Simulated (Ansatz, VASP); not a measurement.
## Two plane-wave programs on Os

```
CELL_PARAMETERS angstrom
2.73410 0.00000 0.00000
-1.36705 2.36780 0.00000
0.00000 0.00000 4.31970
ATOMIC_POSITIONS crystal
Os 0.33333 0.66667 0.11110
Os 0.66667 0.33333 0.75000
```

Alike in both runs: task single point; functional PBEsol; k mesh 18 × 18 × 12; occupations gaussian, width 0.15 eV; no spin polarisation.

|  | VASP | Ansatz |
| --- | --- | --- |
| version | VASP 6.6.1 | Ansatz 0.2.0 |
| potentials or method | VASP PAW PBE potentials, release 64 (Os), cutoff 520 eV | scalar-relativistic, plane waves, PAW |
| valence electrons in the cell | 16 | 32 |

Ansatz gave:

- gap on the k mesh at the Fermi level (eV): none
- rms of the force components (eV/Å): 10.711

Question: Which values does VASP return?

Answer: gap on the k mesh at the Fermi level (eV): none; rms of the force components (eV/Å): 10.719.

VASP's potentials were made for PBE, not for PBEsol. Atom by atom the forces differ by 0.008 eV/Å (rms over components). A gap of «none» marks a metal or a gap that the smearing closes. The functional is the same, so the differences come from potentials, cutoffs and numerics. VASP's potentials hold 16 valence electrons a cell and Ansatz's 32, so a difference there can come from the potentials and not from the codes.

Neither program's run includes spin-orbit coupling.
